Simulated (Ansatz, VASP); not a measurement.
**One calculation of Ge, two programs**

```xyz
2
Lattice="0.0000 2.9230 2.9230 2.9230 0.0000 2.9230 2.9230 2.9230 0.0000" Properties=species:S:1:pos:R:3 pbc="T T T"
Ge    2.9230    2.9230    2.9230
Ge    4.3845    4.3845    4.3845
```

Change from the starting cell: strain +0.030 along x and y, +0.030 along z, atoms carried along.

Alike in both runs: task single point; functional PBEsol; k mesh 18 × 18 × 18; occupations gaussian, width 0.15 eV; no spin polarisation.

|  | VASP | Ansatz |
| --- | --- | --- |
| version | VASP 6.6.1 | Ansatz 0.2.0 |
| potentials or method | VASP PAW PBE potentials, release 64 (Ge_d), cutoff 520 eV | scalar-relativistic, plane waves, PAW |
| valence electrons in the cell | 28 | 28 |

```tsv
	VASP	Ansatz	Ansatz less VASP
gap on the k mesh at the Fermi level (eV)	none	none	-
pressure (GPa)	-4.9	-4.8	+0.07
```

VASP's potentials were made for PBE, not for PBEsol. A gap of «none» marks a metal or a gap that the smearing closes.
